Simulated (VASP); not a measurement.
# GaN: single point with r2SCAN

GaN:

```
CELL_PARAMETERS angstrom
0.00000 2.24894 2.24894
2.24894 0.00000 2.24894
2.24894 2.24894 0.00000
ATOMIC_POSITIONS crystal
Ga 0.00000 0.00000 0.00000
N 0.78851 0.73716 0.73716
```

This cell differs from its parent crystal: all N atoms moved -0.100 Å, as atom 2 towards its neighbour atom 1 (Ga) at 1.948 Å.

```yaml
Program: VASP 6.6.1
Task: single point
Functional: r2SCAN
Potentials_or_basis: VASP PAW PBE potentials, release 64 (Ga_d, N)
Cutoff: 520 eV
k_mesh: 10 × 10 × 10
Occupations: gaussian, width 0.05 eV
Spin: no spin polarisation
Dipole_correction: no
Further_INCAR_settings: ALGO = Normal; EDIFF = 1e-07; NBANDS = 16
```

| Quantity | Value |
| --- | --- |
| Pressure | 2.0 GPa |
| Largest force | 1.015 eV/Å |
| Band gap on the k mesh | 1.98 eV, direct |

Forces in eV/Å, atoms in the order of the input:
```
Ga  -0.586  0.586  0.586
N    0.586 -0.586 -0.586
```

Stress tensor (GPa, compression positive):
```
 1.98  2.79  2.79
 2.79  1.98 -2.79
 2.79 -2.79  1.98
```

Levels at points of the mesh, in eV from the valence-band top:
```tsv
k point	band 7	band 8	band 9	band 10	band 11	band 12
(0.00, 0.00, 0.00)	-0.30	-0.30	0.00	1.98	10.77	10.95
(0.50, 0.00, 0.00)	-7.06	-1.19	-1.19	4.87	9.23	10.69
(0.00, 0.50, 0.00)	-7.49	-1.46	-0.92	5.06	9.27	10.45
(0.50, 0.50, 0.00)	-6.44	-3.08	-2.87	3.56	7.06	12.41
```

Run time: 5.7 min on 1 thread of AMD EPYC 7R13, with other jobs on the host, peak memory 0.15 GiB.

Caveat: the cell differs from its parent crystal (all N atoms moved -0.100 Å, as atom 2 towards its neighbour atom 1 (Ga) at 1.948 Å); the PAW data sets were made with another functional, which shifts forces and pressure a little.
